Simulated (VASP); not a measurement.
# TaRu in VASP: a series of runs

The runs below take TaRu through single point, with r2SCAN.

Everything below comes from runs of VASP 6.6.1. Logs are shortened: lines on timing, memory, paths and dates and some standing lists are left out, and cuts for length are marked.

## Step 1: The cell of the first run

The cell holds a slab with vacuum, 6 atoms: a = 3.053 Å, b = 3.389 Å, c = 13.633 Å, α = 90.00°, β = 90.00°, γ = 90.00°.

## Step 2: Single point, r2SCAN

POSCAR

```
TaRu
1.0
    3.0530000000      0.0000000000      0.0000000000
    0.0000000000      3.3890000000      0.0000000000
    0.0000000000      0.0000000000     13.6325000000
Ta Ru
3 3
Direct
    0.5000000000      0.5000000000      0.3320374106
    0.5000000000      0.5000000000      0.5559875298
    0.5000000000      0.5000000000      0.7799376490
    0.0000000000      0.0000000000      0.2200623510
    0.0000000000      0.0000000000      0.4440124702
    0.0000000000      0.0000000000      0.6679625894
```

INCAR.step1

```
PREC     = Accurate       # precision mode
ENCUT    = 440            # plane-wave cutoff, eV
ISMEAR   = 1              # smearing method
SIGMA    = 0.1            # smearing width, eV
LREAL    = False          # projectors in reciprocal space
LASPH    = True           # aspherical terms in the spheres
NELM     = 120            # most SCF steps
LDIPOL   = True         
IDIPOL   = 3            
DIPOL    = 0.5 0.5 0.500
NBANDS   = 46             # bands
GGA      = PE             # functional
ALGO     = Normal         # electronic algorithm
EDIFF    = 1E-5           # SCF threshold, eV
LWAVE    = True           # write WAVECAR
LCHARG   = False          # write CHGCAR
GGA_COMPAT= False        
NELMDL   = -8
```

INCAR.step2

```
PREC     = Accurate       # precision mode
ENCUT    = 440            # plane-wave cutoff, eV
EDIFF    = 1E-6           # SCF threshold, eV
ISMEAR   = 1              # smearing method
SIGMA    = 0.1            # smearing width, eV
LREAL    = False          # projectors in reciprocal space
LASPH    = True           # aspherical terms in the spheres
NELM     = 120            # most SCF steps
ALGO     = Normal         # electronic algorithm
ISIF     = 2              # what is computed and relaxed
LWAVE    = False          # write WAVECAR
LCHARG   = False          # write CHGCAR
LDIPOL   = True         
IDIPOL   = 3            
DIPOL    = 0.5 0.5 0.500
METAGGA  = R2SCAN         # meta-GGA
LMIXTAU  = True         
NBANDS   = 46             # bands
ISTART   = 1            
GGA_COMPAT= False
```

KPOINTS

```
Automatic mesh
0
Gamma
  6 5 1
```

Potentials or basis: VASP PAW PBE potentials, release 64 (Ta_pv, Ru_pv).

The run is started by

```sh
$ cat potpaw_PBE.64/Ta_pv/POTCAR potpaw_PBE.64/Ru_pv/POTCAR > POTCAR
$ cp INCAR.step1 INCAR
$ mpirun -np 1 vasp_std > vasp.out
$ cp INCAR.step2 INCAR
$ mpirun -np 1 vasp_std > vasp.out
```

OUTCAR:

```text
PREC = Accurate
   ENCUT = 440
   EDIFF = 1E-6
   ISMEAR = 1
   LREAL = False
   LASPH = True
   NELM = 120
   ISIF = 2
   METAGGA = R2SCAN
   ISTART = 1

 ion  position               nearest neighbor table
   1  0.500  0.500  0.332-   4 2.74   5 2.74   4 2.74   5 2.74   4 2.74   5 2.74   4 2.74   5 2.74
                             2 3.05
   2  0.500  0.500  0.556-   5 2.74   6 2.74   5 2.74   6 2.74   5 2.74   6 2.74   5 2.74   6 2.74
                             1 3.05   3 3.05
   3  0.500  0.500  0.780-   6 2.74   6 2.74   6 2.74   6 2.74   2 3.05
   4  0.000  0.000  0.220-   1 2.74   1 2.74   1 2.74   1 2.74   5 3.05
   5  0.000  0.000  0.444-   1 2.74   2 2.74   1 2.74   2 2.74   1 2.74   2 2.74   1 2.74   2 2.74
                             4 3.05   6 3.05
   6  0.000  0.000  0.668-   2 2.74   3 2.74   2 2.74   3 2.74   2 2.74   3 2.74   2 2.74   3 2.74
                             5 3.05

  LATTYP: Found a simple orthorhombic cell.
 ALAT       =     3.0530000000
 B/A-ratio  =     1.1100556829
 C/A-ratio  =     4.4652800524

  Lattice vectors:

 A1 = (   3.0530000000,   0.0000000000,   0.0000000000)
 A2 = (   0.0000000000,   3.3890000000,   0.0000000000)
 A3 = (   0.0000000000,   0.0000000000,  13.6325000000)

Analysis of symmetry for initial positions (statically):
=====================================================================
 Subroutine PRICEL returns:
 Original cell was already a primitive cell.

 Routine SETGRP: Setting up the symmetry group for a
 simple orthorhombic supercell.

 Subroutine GETGRP returns: Found  4 space group operations
 (whereof  4 operations were pure point group operations)
 out of a pool of  8 trial point group operations.

The static configuration has the point symmetry C_2v.

Analysis of symmetry for dynamics (positions and initial velocities):
=====================================================================
 Subroutine PRICEL returns:
 Original cell was already a primitive cell.

 Routine SETGRP: Setting up the symmetry group for a
 simple orthorhombic supercell.

 Subroutine GETGRP returns: Found  4 space group operations
 (whereof  4 operations were pure point group operations)
 out of a pool of  8 trial point group operations.

The dynamic configuration has the point symmetry C_2v.

 Subroutine INISYM returns: Found  4 space group operations
 (whereof  4 operations are pure point group operations),
 and found     1 'primitive' translations

----------------------------------------------------------------------------------------

                                     Primitive cell

  volume of cell :     141.0503
[... 97 lines left out ...]
   EMIN   =  10.00;   EMAX   =-10.00  energy-range for DOS
   EFERMI =   0.00;   METHOD = LEGACY
   ISMEAR =     1;   SIGMA  =   0.10  broadening in eV -4-tet -1-fermi 0-gaus
   EFERMI_NEDOS =   21; number of points for ismear=-14 and -15
   IALGO  =     38    algorithm
   IMIX   =      4    mixing-type and parameters
     AMIX     =   0.40;   BMIX     =  1.00
     AMIX_MAG =   1.60;   BMIX_MAG =  1.00
  volume/ion in A,a.u.               =      23.51       158.64
  Fermi-wavevector in a.u.,A,eV,Ry     =   1.326286  2.506318 23.933130  1.759035
  Thomas-Fermi vector in A             =   2.455684
   LORBIT       =      0    0 simple, 1 ext, 2 COOP (PROOUT), +10 PAW based schemes
   METAGGA = R2SCAN    functional components
   LHFCALC =     F    Hartree Fock is set to
   AEXX    =    0.0000 exact exchange contribution
   IVDW    =     0    specifies the selected vdW correction
   LEPSILON=     F    determine dielectric tensor
   LRPA    =     F    only Hartree local field effects (RPA)
 non-spin polarized calculation
 Methfessel and Paxton  Order N= 1 SIGMA  =   0.10
  energy-cutoff  :      440.00
  volume of cell :      141.05
 maximum number of plane-waves:      2982
 NGX is ok and might be reduce to    24
   NGX = 11   NGY = 11   NGZ = 47

 dipolmoment           0.000000      0.000000     -0.001792 electrons x Angstroem

 number of electron      75.0000000 magnetization

 dipolmoment           0.000000      0.000000      0.005855 electrons x Angstroem

 Free energy of the ion-electron system (eV)
  ---------------------------------------------------
  ext. energy  EPLUGINS =         0.00000000
  ---------------------------------------------------
  free energy    TOTEN  =      -219.82158435 eV

  energy without entropy =     -219.81022330  energy(sigma->0) =     -219.81779733

 E-fermi :   4.9354     XC(G=0): -11.1326

 val. band max:        4.9351208409   @ k =   0.3333   0.4000   0.0000
 cond. band min:       4.9455967694   @ k =   0.0000   0.2000   0.0000
 fundamental gap:      0.0104759284
 Fermi energy:         4.9353917660

 k-point     1 :       0.0000    0.0000    0.0000
  band No.  band energies     occupation
      1     -39.5589      2.00000
      2     -39.5209      2.00000
      3     -39.4718      2.00000
      4     -39.4146      2.00000
      5     -39.3179      2.00000
      6     -39.2976      2.00000
[... 577 lines left out ...]
     45       7.1522      0.00000
     46       7.3359      0.00000

------------------------ aborting loop because EDIFF is reached ----------------------------------------

 vacuum level on the upper side and lower side of the slab       (xc-potential included)        -2.861        -2.781

  FORCE on cell =-STRESS in cart. coord.  units (eV):
  Direction    XX          YY          ZZ          XY          YZ          ZX
  --------------------------------------------------------------------------------------
  -------------------------------------------------------------------------------------
  Total       -7.2097114     -8.9714415     -7.7375703      0.0000000      0.0000000      0.0000000
  in kB      -81.8944710   -101.9058072    -87.8903731      0.0000000      0.0000000      0.0000000
  external PRESSURE =     -90.5635504 kB  Pullay stress =       0.0000000 kB

 VOLUME and BASIS-vectors are now :
 -----------------------------------------------------------------------------
  energy-cutoff  :      440.00
  volume of cell :      141.05
      direct lattice vectors                 reciprocal lattice vectors
     3.053000000  0.000000000  0.000000000     0.327546675  0.000000000  0.000000000
     0.000000000  3.389000000  0.000000000     0.000000000  0.295072293  0.000000000
     0.000000000  0.000000000 13.632500000     0.000000000  0.000000000  0.073354117

 POSITION                                       TOTAL-FORCE (eV/Angst)
 -----------------------------------------------------------------------------------
      1.52650      1.69450      4.52650         0.000000      0.000000     -3.401547
      1.52650      1.69450      7.57950         0.000000      0.000000      1.006278
      1.52650      1.69450     10.63250         0.000000      0.000000     -1.391674
      0.00000      0.00000      3.00000         0.000000      0.000000      3.085576
      0.00000      0.00000      6.05300         0.000000      0.000000     -0.145935
      0.00000      0.00000      9.10600         0.000000      0.000000      0.847303
 -----------------------------------------------------------------------------------
    total drift:                                0.000000     -0.000000      0.004296

  FREE ENERGIE OF THE ION-ELECTRON SYSTEM (eV)
  ---------------------------------------------------
  free  energy   TOTEN  =      -219.8215843459 eV

  energy  without entropy=     -219.8102232998  energy(sigma->0) =     -219.81779733

 vacuum level on the upper side and lower side of the slab         6.316         6.390
```

OSZICAR.step1:

```text
N       E                     dE             d eps       ncg     rms          rms(c)
DAV:   1     0.770221519152E+03    0.77022E+03   -0.41014E+04  1224   0.145E+03
DAV:   2    -0.327293130516E+02   -0.80295E+03   -0.78425E+03  1178   0.474E+02
DAV:   3    -0.648181390380E+02   -0.32089E+02   -0.30963E+02  1416   0.873E+01
[... 17 lines left out ...]
DAV:  21    -0.610453421364E+02    0.18585E-02   -0.51642E-03  1422   0.290E-01    0.241E-01
DAV:  22    -0.610457596843E+02   -0.41755E-03   -0.46280E-03  1392   0.218E-01    0.242E-01
DAV:  23    -0.610447583036E+02    0.10014E-02   -0.35948E-03  1470   0.199E-01    0.415E-02
DAV:  24    -0.610447746820E+02   -0.16378E-04   -0.15646E-04  1228   0.507E-02    0.367E-02
DAV:  25    -0.610447594038E+02    0.15278E-04   -0.43554E-05  1016   0.243E-02    0.235E-02
DAV:  26    -0.610447525407E+02    0.68631E-05   -0.72010E-05  1000   0.290E-02
   1 F= -.61044753E+02 E0= -.61042254E+02  d E =-.749688E-02
```

Run time: 2.8 min. Hardware: 1 thread of Intel Xeon 6975P-C (Granite Rapids), shared host; peak memory 0.25 GiB.

Results:

- Free energy: -219.8216 eV
- Largest force: 3.402 eV/Å
- Band gap on the k mesh: zero (an odd number of electrons rules out a gap without spin polarisation)

Forces on the atoms (eV/Å):
```
Ta   0.000  0.000 -3.402
Ta   0.000  0.000  1.006
Ta   0.000  0.000 -1.392
Ru   0.000  0.000  3.086
Ru   0.000  0.000 -0.146
Ru   0.000  0.000  0.847
```

Levels at points of the mesh, in eV from the Fermi level:
```
           k point  band 34  band 35  band 36  band 37  band 38  band 39  band 40  band 41  band 42  band 43
(0.00, 0.00, 0.00)    -1.56    -1.49    -0.79    -0.51    -0.45    -0.08    -0.02     0.23     0.70     1.09
(0.50, 0.00, 0.00)    -1.32    -0.92    -0.48     0.03     0.53     0.81     0.95     1.15     1.18     1.74
```

Caveat: the k points lie up to 0.37 Å⁻¹ apart, too coarse for converged energies and pressures of a metal; the PAW data sets were made with another functional, which shifts forces and pressure a little; spin-orbit coupling is left out, which moves the levels of the heavy elements.

## Step 3: Single point, r2SCAN

This run uses another cell than the first one.

POSCAR

```
TaRu
1.0
    3.0530000000      0.0000000000      0.0000000000
    0.0000000000      3.3890000000      0.0000000000
    0.0000000000      0.0000000000     15.6325000000
Ta Ru
3 3
Direct
    0.5000000000      0.5000000000      0.3535263074
    0.5000000000      0.5000000000      0.5488245642
    0.5000000000      0.5000000000      0.7441228210
    0.0000000000      0.0000000000      0.2558771790
    0.0000000000      0.0000000000      0.4511754358
    0.0000000000      0.0000000000      0.6464736926
```

INCAR.step1

```
SYSTEM = TaRu
  PREC = Accurate
  ENCUT = 440
  ISMEAR = 1
  SIGMA = 0.1
  LREAL = .FALSE.
  LASPH = .TRUE.
  NELM = 120
  LDIPOL = .TRUE.
  IDIPOL = 3
  DIPOL = 0.5 0.5 0.500
  NBANDS = 46
  GGA = PE
  ALGO = Normal
  EDIFF = 1E-5
  LWAVE = .TRUE.
  LCHARG = .FALSE.
  GGA_COMPAT = .FALSE.
  NELMDL = -8
```

INCAR.step2

```
SYSTEM = TaRu
  PREC = Accurate
  ENCUT = 440
  EDIFF = 1E-6
  ISMEAR = 1
  SIGMA = 0.1
  LREAL = .FALSE.
  LASPH = .TRUE.
  NELM = 120
  ALGO = Normal
  ISIF = 2
  LWAVE = .FALSE.
  LCHARG = .TRUE.
  LDIPOL = .TRUE.
  IDIPOL = 3
  DIPOL = 0.5 0.5 0.500
  METAGGA = R2SCAN
  LMIXTAU = .TRUE.
  LELF = .TRUE.
  LVHAR = .TRUE.
  LVACPOTAV = .TRUE.
  NBANDS = 46
  ISTART = 1
  GGA_COMPAT = .FALSE.
```

KPOINTS

```
regular mesh
0
G
  6 5 1
  0 0 0
```

Potentials or basis: VASP PAW PBE potentials, release 64 (Ta_pv, Ru_pv).

The run is started by

```sh
$ cat potpaw_PBE.64/Ta_pv/POTCAR potpaw_PBE.64/Ru_pv/POTCAR > POTCAR
$ cp INCAR.step1 INCAR
$ mpirun -np 1 vasp_std > vasp.out
$ cp INCAR.step2 INCAR
$ mpirun -np 1 vasp_std > vasp.out
```

Run time: 3.4 min. Hardware: 1 thread of Intel Xeon 6975P-C (Granite Rapids), shared host; peak memory 0.27 GiB.

Results (log left out):

```yaml
Free_energy: -219.7619 eV
Largest_force: 3.400 eV/Å
Band_gap_on_the_k_mesh: zero (an odd number of electrons rules out a gap without spin polarisation)
```

Forces on the atoms (eV/Å):
```
Ta   0.000  0.000 -3.400
Ta   0.000  0.000  1.037
Ta   0.000  0.000 -1.488
Ru   0.000  0.000  3.146
Ru   0.000  0.000 -0.143
Ru   0.000  0.000  0.848
```

Levels at points of the mesh, in eV from the Fermi level:
| k point | band 34 | band 35 | band 36 | band 37 | band 38 | band 39 | band 40 | band 41 | band 42 | band 43 |
| --- | --- | --- | --- | --- | --- | --- | --- | --- | --- | --- |
| (0.00, 0.00, 0.00) | -1.57 | -1.49 | -0.81 | -0.47 | -0.29 | -0.19 | -0.03 | 0.02 | 0.70 | 1.09 |
| (0.50, 0.00, 0.00) | -1.33 | -0.94 | -0.46 | 0.00 | 0.53 | 0.81 | 0.94 | 1.15 | 1.17 | 1.72 |

Caveat: the k points lie up to 0.37 Å⁻¹ apart, too coarse for converged energies and pressures of a metal; the PAW data sets were made with another functional, which shifts forces and pressure a little; spin-orbit coupling is left out, which moves the levels of the heavy elements.

## Step 4: Single point, r2SCAN

This run uses another cell than the first one.

POSCAR

```
TaRu
1.0
    3.0530000000      0.0000000000      0.0000000000
    0.0000000000      3.3890000000      0.0000000000
    0.0000000000      0.0000000000     17.6325000000
Ta Ru
3 3
Direct
    0.5000000000      0.5000000000      0.3701403658
    0.5000000000      0.5000000000      0.5432865447
    0.5000000000      0.5000000000      0.7164327237
    0.0000000000      0.0000000000      0.2835672763
    0.0000000000      0.0000000000      0.4567134553
    0.0000000000      0.0000000000      0.6298596342
```

INCAR.step1

```
ALGO     = Normal         # electronic algorithm
DIPOL    = 0.5 0.5 0.500
EDIFF    = 1E-5           # SCF threshold, eV
ENCUT    = 440            # plane-wave cutoff, eV
GGA      = PE             # functional
GGA_COMPAT= False        
IDIPOL   = 3            
ISMEAR   = 1              # smearing method
LASPH    = True           # aspherical terms in the spheres
LCHARG   = False          # write CHGCAR
LDIPOL   = True         
LREAL    = False          # projectors in reciprocal space
LWAVE    = True           # write WAVECAR
NBANDS   = 46             # bands
NELM     = 120            # most SCF steps
NELMDL   = -8           
PREC     = Accurate       # precision mode
SIGMA    = 0.1            # smearing width, eV
```

INCAR.step2

```
ALGO     = Normal         # electronic algorithm
DIPOL    = 0.5 0.5 0.500
EDIFF    = 1E-6           # SCF threshold, eV
ENCUT    = 440            # plane-wave cutoff, eV
GGA_COMPAT= False        
IDIPOL   = 3            
ISIF     = 2              # what is computed and relaxed
ISMEAR   = 1              # smearing method
ISTART   = 1            
LASPH    = True           # aspherical terms in the spheres
LCHARG   = False          # write CHGCAR
LDIPOL   = True         
LMIXTAU  = True         
LREAL    = False          # projectors in reciprocal space
LWAVE    = False          # write WAVECAR
METAGGA  = R2SCAN         # meta-GGA
NBANDS   = 46             # bands
NELM     = 120            # most SCF steps
PREC     = Accurate       # precision mode
SIGMA    = 0.1            # smearing width, eV
```

KPOINTS

```
k-points
0
Gamma
  6 5 1
```

The run is started by

```sh
$ cat potpaw_PBE.64/Ta_pv/POTCAR potpaw_PBE.64/Ru_pv/POTCAR > POTCAR
$ cp INCAR.step1 INCAR
$ mpirun -np 1 vasp_std > vasp.out
$ cp INCAR.step2 INCAR
$ mpirun -np 1 vasp_std > vasp.out
```

Wall time 3.7 min (1 thread of Intel Xeon 6975P-C (Granite Rapids), shared host); peak memory 0.31 GiB.

Results (log left out):

| Property | Result |
| --- | --- |
| Free energy | -219.7577 eV |
| Largest force | 3.400 eV/Å |
| Band gap on the k mesh | zero (an odd number of electrons rules out a gap without spin polarisation) |

Forces in eV/Å, atoms in the order of the input:
```
Ta   0.000  0.000 -3.400
Ta   0.000  0.000  1.043
Ta   0.000  0.000 -1.492
Ru   0.000  0.000  3.145
Ru   0.000  0.000 -0.145
Ru   0.000  0.000  0.849
```

Levels at points of the mesh, in eV from the Fermi level:
```
           k point  band 36  band 37  band 38  band 39  band 40  band 41
(0.00, 0.00, 0.00)    -0.81    -0.47    -0.30    -0.16    -0.02     0.01
(0.50, 0.00, 0.00)    -0.46     0.00     0.53     0.81     0.95     1.15
```

Caveat: the k points lie up to 0.37 Å⁻¹ apart, too coarse for converged energies and pressures of a metal; the PAW data sets were made with another functional, which shifts forces and pressure a little; spin-orbit coupling is left out, which moves the levels of the heavy elements.

(Continued in part 2 of 2.)
